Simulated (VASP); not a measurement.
# Rb (C2/m) in VASP: single point with PBE

Aim: the single point of Rb with PBE.

Everything below comes from runs of VASP 6.6.1. Logs are shortened: lines on timing, memory, paths and dates and some standing lists are left out, and cuts for length are marked.

## Step 1: The cell of the first run

It takes space group C2/m (No. 12, monoclinic). Conventional cell: a = 7.744 Å, b = 5.671 Å, c = 5.476 Å, α = 90.00°, β = 130.85°, γ = 90.00°.

## Step 2: Single point, PBE (engineering shear strain xy -0.0700, strain +e along x and -e along y -0.0350)

File INCAR:

```
ALGO     = Fast           # electronic algorithm
EDIFF    = 1E-7           # SCF threshold, eV
ENCUT    = 520            # plane-wave cutoff, eV
GGA      = PE             # functional
ISIF     = 2              # what is computed and relaxed
ISMEAR   = 0              # smearing method
LASPH    = T              # aspherical terms in the spheres
LCHARG   = T              # write CHGCAR
LELF     = T              # ELF
LREAL    = F              # projectors in reciprocal space
LVHAR    = T            
LWAVE    = F              # write WAVECAR
NBANDS   = 10             # bands
NELM     = 80             # most SCF steps
PREC     = Accurate       # precision mode
SIGMA    = 0.15           # smearing width, eV
```

File KPOINTS:

```
k-points
0
Gamma
  12 12 12
```

File POSCAR:

```
Rb
1.0
   -2.8352805449      3.0337501830      2.8352805449
    2.8352805449     -3.0337501830      2.8352805449
    2.6368109068      2.8352805449     -2.8352805449
Rb
1
Direct
    0.0000000000      0.0000000000      0.0000000000
```

Potentials or basis: VASP PAW PBE potentials, release 64 (Rb_sv).

On the command line:

```
cat potpaw_PBE.64/Rb_sv/POTCAR > POTCAR
mpirun -np 1 vasp_std > vasp.out
```

OUTCAR:

```text
EDIFF = 1E-7
   ENCUT = 520
   GGA = PE
   ISIF = 2
   ISMEAR = 0
   LASPH = T
   LREAL = F
   NELM = 80
   PREC = Accurate

 ion  position               nearest neighbor table
   1  0.000  0.000  0.000-

  LATTYP: Found a base centered monoclinic cell.
 ALAT       =     7.7437942965
 B/A-ratio  =     0.7322716581
 C/A-ratio  =     0.7071067812
 COS(beta)  =    -0.6540235331

  Lattice vectors:

 A1 = (  -2.6368109068,  -2.8352805449,   2.8352805449)
 A2 = (  -2.6368109068,  -2.8352805449,  -2.8352805449)
 A3 = (   5.4720914517,  -0.1984696381,   0.0000000000)

Analysis of symmetry for initial positions (statically):
=====================================================================
 Subroutine PRICEL returns:
 Original cell was already a primitive cell.

 Routine SETGRP: Setting up the symmetry group for a
 base centered monoclinic supercell.

 Subroutine GETGRP returns: Found  4 space group operations
 (whereof  4 operations were pure point group operations)
 out of a pool of  4 trial point group operations.

The static configuration has the point symmetry C_2h.

Analysis of symmetry for dynamics (positions and initial velocities):
=====================================================================
 Subroutine PRICEL returns:
 Original cell was already a primitive cell.

 Routine SETGRP: Setting up the symmetry group for a
 base centered monoclinic supercell.

 Subroutine GETGRP returns: Found  4 space group operations
 (whereof  4 operations were pure point group operations)
 out of a pool of  4 trial point group operations.

The dynamic configuration has the point symmetry C_2h.

 Subroutine INISYM returns: Found  4 space group operations
 (whereof  4 operations are pure point group operations),
 and found     1 'primitive' translations

----------------------------------------------------------------------------------------

                                     Primitive cell

  volume of cell :      90.9458

  direct lattice vectors                    reciprocal lattice vectors
    -2.835280545  3.033750183  2.835280545     0.006187388  0.170595121  0.176349392
     2.835280545 -3.033750183  2.835280545     0.182969897  0.006187388  0.176349392
     2.636810907  2.835280545 -2.835280545     0.189157285  0.176782509  0.000000000

  length of vectors
     5.028048499  5.028048499  4.799000239     0.245438561  0.254195545  0.258906419

  position of ions in fractional coordinates (direct lattice)
     0.000000000  0.000000000  0.000000000

  ion indices of the primitive-cell ions
   primitive index   ion index
                 1           1

----------------------------------------------------------------------------------------

 KPOINTS: k-points

Automatic generation of k-mesh.
 Grid dimensions read from file:
 generate k-points for:   12   12   12

 Generating k-lattice:

  Cartesian coordinates                     Fractional coordinates (reciprocal lattice)
     0.000515616  0.014216260  0.014695783     0.083333333 -0.000000000  0.000000000
     0.015247491  0.000515616  0.014695783    -0.000000000  0.083333333  0.000000000
     0.015763107  0.014731876  0.000000000     0.000000000 -0.000000000  0.083333333

  Length of vectors
     0.020453213  0.021182962  0.021575535

  Shift w.r.t. Gamma in fractional coordinates (k-lattice)
     0.000000000  0.000000000  0.000000000

 Subroutine IBZKPT returns following result:
 ===========================================

 Found    476 irreducible k-points:

 Following reciprocal coordinates:
            Coordinates               Weight
  0.000000  0.000000  0.000000      1.000000
  0.083333  0.000000  0.000000      4.000000
  0.166667  0.000000 -0.000000      4.000000
  0.250000  0.000000 -0.000000      4.000000
  0.333333  0.000000 -0.000000      4.000000
  0.416667  0.000000 -0.000000      4.000000
[... 16 lines left out ...]
  0.250000  0.166667 -0.000000      4.000000
  0.333333  0.166667 -0.000000      4.000000
 [... further k-points ...]
   k-points           NKPTS =    476   k-points in BZ     NKDIM =    476   number of bands    NBANDS=     10
   number of dos      NEDOS =    301   number of ions     NIONS =      1
   total plane-waves  NPLWV =  57600
   dimension x,y,z NGX =    40 NGY =   40 NGZ =   36
   dimension x,y,z NGXF=    80 NGYF=   80 NGZF=   72
   ions per type =               1
   NGX,Y,Z   is equivalent  to a cutoff of  13.23, 13.23, 12.47 a.u.
   NGXF,Y,Z  is equivalent  to a cutoff of  26.45, 26.45, 24.94 a.u.
 SYSTEM =  unknown system
   PREC   = accura    normal or accurate (medium, high low for compatibility)
   ISTART =      0    job   : 0-new  1-cont  2-samecut
   ICHARG =      2    charge: 1-file 2-atom 10-const
   ISPIN  =      1    spin polarized calculation?
   LNONCOLLINEAR =      F non collinear calculations
   LSORBIT =      F    spin-orbit coupling
   LASPH  =      T    aspherical Exc in radial PAW
   ENCUT  =  520.0 eV  38.22 Ry    6.18 a.u.   9.35  9.35  8.92*2*pi/ulx,y,z
   NELM   =     80;   NELMIN=  2; NELMDL= -5     # of ELM steps
   EDIFF  = 0.1E-06   stopping-criterion for ELM
   LREAL  =      F    real-space projection
   EDIFFG = 0.1E-05   stopping-criterion for IOM
   NSW    =      0    number of steps for IOM
   IBRION =     -1    ionic relax: 0-MD 1-quasi-New 2-CG
   NFREE  =      0    steps in history (QN), initial steepest desc. (CG)
   ISIF   =      2    stress and relaxation
   ISYM   =      2    0-nonsym 1-usesym 2-fastsym
   POTIM  = 0.5000    time-step for ionic-motion
   TEBEG  =    0.0;   TEEND  =   0.0 temperature during run
   PSTRESS=    0.0 pullay stress
   NELECT =       9.0000    total number of electrons
   NUPDOWN=      -1.0000    fix difference up-down
   EMIN   =  10.00;   EMAX   =-10.00  energy-range for DOS
   EFERMI =   0.00;   METHOD = LEGACY
   ISMEAR =     0;   SIGMA  =   0.15  broadening in eV -4-tet -1-fermi 0-gaus
   EFERMI_NEDOS =   21; number of points for ismear=-14 and -15
   IALGO  =     68    algorithm
   IMIX   =      4    mixing-type and parameters
     AMIX     =   0.40;   BMIX     =  1.00
     AMIX_MAG =   1.60;   BMIX_MAG =  1.00
  volume/ion in A,a.u.               =      90.95       613.73
  Fermi-wavevector in a.u.,A,eV,Ry     =   0.757230  1.430958  7.801553  0.573398
  Thomas-Fermi vector in A             =   1.855530
   LORBIT       =      0    0 simple, 1 ext, 2 COOP (PROOUT), +10 PAW based schemes
   GGA     = PE    functional components
   LHFCALC =     F    Hartree Fock is set to
   AEXX    =    0.0000 exact exchange contribution
   IVDW    =     0    specifies the selected vdW correction
   LEPSILON=     F    determine dielectric tensor
   LRPA    =     F    only Hartree local field effects (RPA)
 non-spin polarized calculation
 RMM-DIIS sequential band-by-band and
 Gauss-broadening in eV      SIGMA  =   0.15
  energy-cutoff  :      520.00
  volume of cell :       90.95
 maximum number of plane-waves:      2484
 NGX is ok and might be reduce to    40
   NGX = 19   NGY = 19   NGZ = 17

 number of electron       9.0000000 magnetization

 Free energy of the ion-electron system (eV)
  ---------------------------------------------------
  ext. energy  EPLUGINS =         0.00000000
  ---------------------------------------------------
  free energy    TOTEN  =        -0.93790713 eV

  energy without entropy =       -0.92706237  energy(sigma->0) =       -0.93248475

 E-fermi :   0.0137     XC(G=0):  -5.4674

 val. band max:        0.0055865907   @ k =  -0.2500  -0.3333   0.1667
 cond. band min:       0.0144367322   @ k =  -0.2500   0.2500   0.3333
 fundamental gap:      0.0088501414
 Fermi energy:         0.0137253910

 k-point     1 :       0.0000    0.0000    0.0000
  band No.  band energies     occupation
      1     -28.8927      2.00000
      2     -12.9377      2.00000
      3     -12.9340      2.00000
      4     -12.9310      2.00000
      5      -1.9588      2.00000
      6       3.4660      0.00000
      7       3.6160      0.00000
      8       3.9375      0.00000
      9       4.4801      0.00000
     10       4.8852      0.00000

 k-point     2 :       0.0833    0.0000    0.0000
  band No.  band energies     occupation
      1     -28.8925      2.00000
      2     -12.9413      2.00000
      3     -12.9375      2.00000
      4     -12.9324      2.00000
      5      -1.8794      2.00000
      6       3.3758      0.00000
      7       3.5795      0.00000
      8       3.9222      0.00000
      9       4.3221      0.00000
     10       4.8264      0.00000

 k-point     3 :       0.1667    0.0000   -0.0000
  band No.  band energies     occupation
      1     -28.8917      2.00000
      2     -12.9593      2.00000
      3     -12.9425      2.00000
      4     -12.9328      2.00000
      5      -1.6460      2.00000
      6       2.9789      0.00000
      7       3.3973      0.00000
      8       4.0701      0.00000
      9       4.2285      0.00000
     10       4.7356      0.00000

 k-point     4 :       0.2500    0.0000   -0.0000
  band No.  band energies     occupation
      1     -28.8906      2.00000
      2     -12.9846      2.00000
      3     -12.9489      2.00000
      4     -12.9324      2.00000
      5      -1.2734      2.00000
      6       2.3875      0.00000
      7       3.1643      0.00000
      8       4.2891      0.00000
      9       4.3818      0.00000
     10       4.7377      0.00000
[... 222 lines left out ...]
 k-point    22 :       0.1667    0.1667   -0.0000
  band No.  band energies     occupation
      1     -28.8899      2.00000
      2     -13.0004      2.00000
      3     -12.9509      2.00000
      4     -12.9359      2.00000
      5      -1.0043      2.00000
      6       2.2989      0.00000
      7       2.7461      0.00000
      8       4.3249      0.00000
      9       4.3570      0.00000
     10       4.9363      0.00000

 k-point    23 :       0.2500    0.1667   -0.0000
  band No.  band energies     occupation
      1     -28.8890      2.00000
      2     -13.0183      2.00000
      3     -12.9583      2.00000
      4     -12.9365      2.00000
      5      -0.5150      2.00000
      6       1.7509      0.00000
      7       2.5152      0.00000
      8       4.3039      0.00000
      9       4.6235      0.00000
     10       5.0301      0.00000

 k-point    24 :       0.3333    0.1667   -0.0000
  band No.  band energies     occupation
      1     -28.8884      2.00000
      2     -13.0275      2.00000
      3     -12.9661      2.00000
      4     -12.9366      2.00000
      5       0.0494      0.73652
      6       1.1850      0.00000
      7       2.3409      0.00000
      8       4.1479      0.00000
      9       4.8420      0.00000
     10       5.2002      0.00000

 [... further k-points ...]

------------------------ aborting loop because EDIFF is reached ----------------------------------------

  FORCE on cell =-STRESS in cart. coord.  units (eV):
  Direction    XX          YY          ZZ          XY          YZ          ZX
  --------------------------------------------------------------------------------------
  -------------------------------------------------------------------------------------
  Total        0.0118703     -0.0010750      0.0089973      0.0746353      0.0000000      0.0000000
  in kB        0.2091170     -0.0189388      0.1585044      1.3148373      0.0000000      0.0000000
  external PRESSURE =       0.1162275 kB  Pullay stress =       0.0000000 kB

 VOLUME and BASIS-vectors are now :
 -----------------------------------------------------------------------------
  energy-cutoff  :      520.00
  volume of cell :       90.95
      direct lattice vectors                 reciprocal lattice vectors
    -2.835280545  3.033750183  2.835280545     0.006187388  0.170595121  0.176349392
     2.835280545 -3.033750183  2.835280545     0.182969897  0.006187388  0.176349392
     2.636810907  2.835280545 -2.835280545     0.189157285  0.176782509  0.000000000

 POSITION                                       TOTAL-FORCE (eV/Angst)
 -----------------------------------------------------------------------------------
      0.00000      0.00000      0.00000         0.000000     -0.000000      0.000000
 -----------------------------------------------------------------------------------
    total drift:                                0.000000      0.000000     -0.000000

  FREE ENERGIE OF THE ION-ELECTRON SYSTEM (eV)
  ---------------------------------------------------
  free  energy   TOTEN  =        -0.9379071255 eV

  energy  without entropy=       -0.9270623701  energy(sigma->0) =       -0.93248475
```

Wall time 7.9 min (1 thread of Intel Xeon Platinum 8259CL at 2.50GHz (Skylake/Cascade Lake), shared host); peak memory 0.54 GiB.

What came out:

```yaml
Free_energy: -0.9379 eV
Pressure: 0.0 GPa
Band_gap_on_the_k_mesh: zero (an odd number of electrons rules out a gap without spin polarisation)
```

Caveat: the cell differs from its parent crystal (engineering shear strain xy -0.0700, strain +e along x and -e along y -0.0350).
